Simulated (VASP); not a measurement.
Here is a VASP 6.6.1 calculation.

The input INCAR:

```
PREC = Accurate
ENCUT = 520
EDIFF = 1E-6
ISMEAR = 0
SIGMA = 0.02
LREAL = F
LASPH = T
NELM = 100
ALGO = Normal
ISIF = 2
LWAVE = F
LCHARG = F
GGA = PS
NBANDS = 28
```

KPOINTS

```
Automatic mesh
0
Gamma
  6 6 6
```

The input POSCAR:

```
PbSe
1.0
    4.2199284189      0.0148781792      0.0607047369
    0.0050224493      4.3054866445     -0.0884393350
   -1.9474644478     -2.4001983918     11.5100327011
Pb Se
2 2
Direct
    0.7746607842      0.7885008743      0.6145317059
    0.1882196434      0.1604358822      0.3664521724
    0.2682456230      0.3095875780      0.6233099151
    0.7387185329      0.7775832488      0.3937273733
```

Potentials or basis: VASP PAW PBE potentials, release 64 (Pb_d, Se).

The run is started by

```bash
$ cat potpaw_PBE.64/Pb_d/POTCAR potpaw_PBE.64/Se/POTCAR > POTCAR
$ mpirun -np 1 vasp_std > vasp.out
```

Q: Predict the largest force.

A: 2.221 eV/Å.

Q: Predict the band gap on the k mesh.

A: 0.89 eV, direct.

Forces in eV/Å, atoms in the order of the input:
```
Pb  -0.175 -0.137  1.670
Pb   0.646  1.012  0.447
Se   0.332  0.352 -0.450
Se  -0.803 -1.227 -1.668
```

Caveat: the cell differs from its parent crystal (functional PBEsol, strained); the PAW data sets were made with another functional, which shifts forces and pressure a little; spin-orbit coupling is left out, which moves the levels of the heavy elements.
